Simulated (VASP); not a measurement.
# CdBi3O (P4/mmm) in VASP: a series of runs

The runs below take CdBi3O through single point, relaxation of cell and atoms, with PBE.

Program: VASP 6.6.1. These are calculated values, not measurements. Logs are shortened: lines on timing, memory, paths and dates and some standing lists are left out, and cuts for length are marked.

### 1 The cell of the first run

It takes space group P4/mmm (No. 123, tetragonal). Conventional cell: a = 4.527 Å, b = 4.527 Å, c = 7.422 Å, α = 90.00°, β = 90.00°, γ = 90.00°. Cd (site symmetry 4/mmm) has 2 Bi at 2.11 Å within 2.8 Å. Within 2.2 Å of Bi (site symmetry 4mm) lie 1 O at 1.61 Å and 1 Cd at 2.11 Å. Bi (site symmetry 4/mmm) has 4 O at 3.20 Å and 8 Bi at 3.58 Å within 4.2 Å. O (site symmetry 4/mmm) has 2 Bi at 1.61 Å within 2.1 Å.

The cell was built from a structure type or drawn by symmetry, and may not be a known phase.

### 2 Single point, PBE

File INCAR:

```
ALGO = Normal ; EDIFF = 1E-6
ENCUT = 600 ; GGA = PE
GGA_COMPAT = False ; ISIF = 2
ISMEAR = 0 ; LASPH = True
LCHARG = False ; LREAL = False
LWAVE = False ; NBANDS = 40
NELM = 120 ; PREC = Accurate
SIGMA = 0.1
```

File KPOINTS:

```
k-points
0
Gamma
  4 4 4
```

File POSCAR:

```
CdBi3O
1.0
    4.5272872900      0.0000000000      0.0000000000
    0.0000000000      4.5272872900      0.0000000000
    0.0000000000      0.0000000000      7.4219264700
Cd Bi O
1 3 1
Direct
    0.0000000000      0.0000000000      0.5000000000
    0.0000000000      0.0000000000      0.7836682200
    0.0000000000      0.0000000000      0.2163317800
    0.5000000000      0.5000000000      0.0000000000
    0.0000000000      0.0000000000      0.0000000000
```

Potentials or basis: VASP PAW PBE potentials, release 64 (Cd, Bi_d, O).

The run is started by

```bash
cat potpaw_PBE.64/Cd/POTCAR potpaw_PBE.64/Bi_d/POTCAR potpaw_PBE.64/O/POTCAR > POTCAR
mpirun -np 1 vasp_std > vasp.out
```

OUTCAR:

```text
EDIFF = 1E-6
   ENCUT = 600
   GGA = PE
   ISIF = 2
   ISMEAR = 0
   LASPH = True
   LREAL = False
   NELM = 120
   PREC = Accurate

 ion  position               nearest neighbor table
   1  0.000  0.000  0.500-   2 2.11   3 2.11
   2  0.000  0.000  0.784-   5 1.61   1 2.11   3 3.21   4 3.58   4 3.58   4 3.58   4 3.58
   3  0.000  0.000  0.216-   5 1.61   1 2.11   2 3.21   4 3.58   4 3.58   4 3.58   4 3.58
   4  0.500  0.500  0.000-   2 3.58   3 3.58   2 3.58   3 3.58   2 3.58   3 3.58   2 3.58   3 3.58

   5  0.000  0.000  0.000-   2 1.61   3 1.61

  LATTYP: Found a simple tetragonal cell.
 ALAT       =     4.5272872900
 C/A-ratio  =     1.6393760755

  Lattice vectors:

 A1 = (   4.5272872900,   0.0000000000,   0.0000000000)
 A2 = (   0.0000000000,   4.5272872900,   0.0000000000)
 A3 = (   0.0000000000,   0.0000000000,   7.4219264700)

Analysis of symmetry for initial positions (statically):
=====================================================================
 Subroutine PRICEL returns:
 Original cell was already a primitive cell.

 Routine SETGRP: Setting up the symmetry group for a
 simple tetragonal supercell.

 Subroutine GETGRP returns: Found 16 space group operations
 (whereof 16 operations were pure point group operations)
 out of a pool of 16 trial point group operations.

The static configuration has the point symmetry D_4h.

Analysis of symmetry for dynamics (positions and initial velocities):
=====================================================================
 Subroutine PRICEL returns:
 Original cell was already a primitive cell.

 Routine SETGRP: Setting up the symmetry group for a
 simple tetragonal supercell.

 Subroutine GETGRP returns: Found 16 space group operations
 (whereof 16 operations were pure point group operations)
 out of a pool of 16 trial point group operations.

The dynamic configuration has the point symmetry D_4h.

 Subroutine INISYM returns: Found 16 space group operations
 (whereof 16 operations are pure point group operations),
 and found     1 'primitive' translations

----------------------------------------------------------------------------------------

                                     Primitive cell

  volume of cell :     152.1223

  direct lattice vectors                    reciprocal lattice vectors
     4.527287290  0.000000000  0.000000000     0.220882824  0.000000000  0.000000000
     0.000000000  4.527287290  0.000000000     0.000000000  0.220882824  0.000000000
     0.000000000  0.000000000  7.421926470     0.000000000  0.000000000  0.134735908

  length of vectors
     4.527287290  4.527287290  7.421926470     0.220882824  0.220882824  0.134735908

  position of ions in fractional coordinates (direct lattice)
     0.000000000  0.000000000  0.500000000
     0.000000000  0.000000000  0.783668220
     0.000000000  0.000000000  0.216331780
     0.500000000  0.500000000  0.000000000
     0.000000000  0.000000000  0.000000000

  ion indices of the primitive-cell ions
   primitive index   ion index
                 1           1
                 2           2
                 3           3
                 4           4
                 5           5

----------------------------------------------------------------------------------------

 KPOINTS: k-points

Automatic generation of k-mesh.
 Grid dimensions read from file:
 generate k-points for:    4    4    4

 Generating k-lattice:

  Cartesian coordinates                     Fractional coordinates (reciprocal lattice)
     0.055220706  0.000000000  0.000000000     0.250000000  0.000000000  0.000000000
     0.000000000  0.055220706  0.000000000     0.000000000  0.250000000  0.000000000
     0.000000000  0.000000000  0.033683977     0.000000000  0.000000000  0.250000000

  Length of vectors
     0.055220706  0.055220706  0.033683977

  Shift w.r.t. Gamma in fractional coordinates (k-lattice)
     0.000000000  0.000000000  0.000000000

 Subroutine IBZKPT returns following result:
 ===========================================

 Found     18 irreducible k-points:

 Following reciprocal coordinates:
            Coordinates               Weight
  0.000000  0.000000  0.000000      1.000000
  0.250000  0.000000  0.000000      4.000000
  0.500000  0.000000  0.000000      2.000000
  0.250000  0.250000  0.000000      4.000000
  0.500000  0.250000  0.000000      4.000000
  0.500000  0.500000  0.000000      1.000000
[... 10 lines left out ...]
  0.500000  0.250000  0.500000      4.000000
  0.500000  0.500000  0.500000      1.000000
   k-points           NKPTS =     18   k-points in BZ     NKDIM =     18   number of bands    NBANDS=     40
   number of dos      NEDOS =    301   number of ions     NIONS =      5
   total plane-waves  NPLWV =  77760
   dimension x,y,z NGX =    36 NGY =   36 NGZ =   60
   dimension x,y,z NGXF=    72 NGYF=   72 NGZF=  120
   ions per type =               1   3   1
   NGX,Y,Z   is equivalent  to a cutoff of  13.22, 13.22, 13.44 a.u.
   NGXF,Y,Z  is equivalent  to a cutoff of  26.44, 26.44, 26.88 a.u.
 SYSTEM =  unknown system
   PREC   = accura    normal or accurate (medium, high low for compatibility)
   ISTART =      0    job   : 0-new  1-cont  2-samecut
   ICHARG =      2    charge: 1-file 2-atom 10-const
   ISPIN  =      1    spin polarized calculation?
   LNONCOLLINEAR =      F non collinear calculations
   LSORBIT =      F    spin-orbit coupling
   LASPH  =      T    aspherical Exc in radial PAW
   ENCUT  =  600.0 eV  44.10 Ry    6.64 a.u.   9.04  9.04 14.82*2*pi/ulx,y,z
   NELM   =    120;   NELMIN=  2; NELMDL= -5     # of ELM steps
   EDIFF  = 0.1E-05   stopping-criterion for ELM
   LREAL  =      F    real-space projection
   EDIFFG = 0.1E-04   stopping-criterion for IOM
   NSW    =      0    number of steps for IOM
   IBRION =     -1    ionic relax: 0-MD 1-quasi-New 2-CG
   NFREE  =      0    steps in history (QN), initial steepest desc. (CG)
   ISIF   =      2    stress and relaxation
   ISYM   =      2    0-nonsym 1-usesym 2-fastsym
   POTIM  = 0.5000    time-step for ionic-motion
   TEBEG  =    0.0;   TEEND  =   0.0 temperature during run
   PSTRESS=    0.0 pullay stress
   NELECT =      63.0000    total number of electrons
   NUPDOWN=      -1.0000    fix difference up-down
   EMIN   =  10.00;   EMAX   =-10.00  energy-range for DOS
   EFERMI =   0.00;   METHOD = LEGACY
   ISMEAR =     0;   SIGMA  =   0.10  broadening in eV -4-tet -1-fermi 0-gaus
   EFERMI_NEDOS =   21; number of points for ismear=-14 and -15
   IALGO  =     38    algorithm
   IMIX   =      4    mixing-type and parameters
     AMIX     =   0.40;   BMIX     =  1.00
     AMIX_MAG =   1.60;   BMIX_MAG =  1.00
  volume/ion in A,a.u.               =      30.42       205.31
  Fermi-wavevector in a.u.,A,eV,Ry     =   1.220274  2.305984 20.260015  1.489069
  Thomas-Fermi vector in A             =   2.355497
   LORBIT       =      0    0 simple, 1 ext, 2 COOP (PROOUT), +10 PAW based schemes
   GGA     = PE    functional components
   LHFCALC =     F    Hartree Fock is set to
   AEXX    =    0.0000 exact exchange contribution
   IVDW    =     0    specifies the selected vdW correction
   LEPSILON=     F    determine dielectric tensor
   LRPA    =     F    only Hartree local field effects (RPA)
 non-spin polarized calculation
 Gauss-broadening in eV      SIGMA  =   0.10
  energy-cutoff  :      600.00
  volume of cell :      152.12
 maximum number of plane-waves:      5104
   NGX = 19   NGY = 19   NGZ = 29

 number of electron      63.0000023 magnetization

 Free energy of the ion-electron system (eV)
  ---------------------------------------------------
  ext. energy  EPLUGINS =         0.00000000
  ---------------------------------------------------
  free energy    TOTEN  =         1.38047698 eV

  energy without entropy =        1.40434728  energy(sigma->0) =        1.39241213

 E-fermi :   4.8475     XC(G=0):  -8.9678

 val. band max:        4.8165674151   @ k =   0.2500   0.0000   0.2500
 cond. band min:       4.8608182052   @ k =   0.5000   0.0000   0.0000
 fundamental gap:      0.0442507901
 Fermi energy:         4.8475143369

 k-point     1 :       0.0000    0.0000    0.0000
  band No.  band energies     occupation
      1     -24.0438      2.00000
      2     -21.3276      2.00000
      3     -19.7582      2.00000
      4     -19.7582      2.00000
      5     -19.6052      2.00000
      6     -19.6052      2.00000
[... 32 lines left out ...]
     39      10.7811      0.00000
     40      10.8032      0.00000

 k-point     2 :       0.2500    0.0000    0.0000
  band No.  band energies     occupation
      1     -24.0431      2.00000
      2     -21.3273      2.00000
      3     -19.7603      2.00000
      4     -19.7591      2.00000
      5     -19.6059      2.00000
      6     -19.6050      2.00000
[... 32 lines left out ...]
     39      10.6800      0.00000
     40      10.7683      0.00000

 k-point     3 :       0.5000    0.0000    0.0000
  band No.  band energies     occupation
      1     -24.0424      2.00000
      2     -21.3270      2.00000
      3     -19.7624      2.00000
      4     -19.7600      2.00000
      5     -19.6066      2.00000
      6     -19.6048      2.00000
[... 32 lines left out ...]
     39      10.7016      0.00000
     40      11.6368      0.00000

 k-point     4 :       0.2500    0.2500    0.0000
  band No.  band energies     occupation
      1     -24.0427      2.00000
      2     -21.3270      2.00000
      3     -19.7612      2.00000
      4     -19.7596      2.00000
      5     -19.6061      2.00000
      6     -19.6057      2.00000
[... 32 lines left out ...]
     39      10.6147      0.00000
     40      10.7639      0.00000
[... 514 lines left out ...]
     39      10.9322      0.00000
     40      10.9911      0.00000

 k-point    17 :       0.5000    0.2500    0.5000
  band No.  band energies     occupation
      1     -23.8765      2.00000
      2     -21.6804      2.00000
      3     -19.8293      2.00000
      4     -19.8281      2.00000
      5     -19.5341      2.00000
      6     -19.5332      2.00000
[... 32 lines left out ...]
     39      11.0428      0.00000
     40      11.3296      0.00000

 k-point    18 :       0.5000    0.5000    0.5000
  band No.  band energies     occupation
      1     -23.8764      2.00000
      2     -21.6801      2.00000
      3     -19.8286      2.00000
      4     -19.8286      2.00000
      5     -19.5343      2.00000
      6     -19.5343      2.00000
[... 32 lines left out ...]
     39       9.6902      0.00000
     40      10.2671      0.00000

------------------------ aborting loop because EDIFF is reached ----------------------------------------

  FORCE on cell =-STRESS in cart. coord.  units (eV):
  Direction    XX          YY          ZZ          XY          YZ          ZX
  --------------------------------------------------------------------------------------
  -------------------------------------------------------------------------------------
  Total        0.9136272      0.9136272    135.7739039      0.0000000     -0.0000000     -0.0000000
  in kB        9.6224758      9.6224758   1429.9937234      0.0000000     -0.0000000     -0.0000000
  external PRESSURE =     483.0795583 kB  Pullay stress =       0.0000000 kB

 VOLUME and BASIS-vectors are now :
 -----------------------------------------------------------------------------
  energy-cutoff  :      600.00
  volume of cell :      152.12
      direct lattice vectors                 reciprocal lattice vectors
     4.527287290  0.000000000  0.000000000     0.220882824  0.000000000  0.000000000
     0.000000000  4.527287290  0.000000000     0.000000000  0.220882824  0.000000000
     0.000000000  0.000000000  7.421926470     0.000000000  0.000000000  0.134735908

 POSITION                                       TOTAL-FORCE (eV/Angst)
 -----------------------------------------------------------------------------------
      0.00000      0.00000      3.71096        -0.000000      0.000000      0.000000
      0.00000      0.00000      5.81633         0.000000     -0.000000     -8.024497
      0.00000      0.00000      1.60560         0.000000     -0.000000      8.024497
      2.26364      2.26364      0.00000        -0.000000      0.000000      0.000000
      0.00000      0.00000      0.00000        -0.000000      0.000000      0.000000
 -----------------------------------------------------------------------------------
    total drift:                                0.000000      0.000000      0.000000

  FREE ENERGIE OF THE ION-ELECTRON SYSTEM (eV)
  ---------------------------------------------------
  free  energy   TOTEN  =         1.3804769770 eV

  energy  without entropy=        1.4043472786  energy(sigma->0) =        1.39241213
```

Wall time 87 s (1 thread of Intel Xeon 6975P-C (Granite Rapids), shared host); peak memory 0.33 GiB.

What came out:

- Free energy: 1.3805 eV
- Pressure: 48.3 GPa
- Largest force: 8.024 eV/Å
- Band gap on the k mesh: zero (an odd number of electrons rules out a gap without spin polarisation)

Forces on the atoms (eV/Å):
```
Cd   0.000  0.000  0.000
Bi   0.000  0.000 -8.024
Bi   0.000  0.000  8.024
Bi   0.000  0.000  0.000
O    0.000  0.000  0.000
```

Stress tensor (GPa, compression positive):
```
  0.96   0.00   0.00
  0.00   0.96   0.00
  0.00   0.00 143.00
```

Caveat: the cell stands under pressure; spin-orbit coupling is left out, which moves the levels of the heavy elements; an odd number of electrons without spin polarisation forces a metal; a magnetic or distorted state may lie lower.

(Continued in part 2 of 3.)
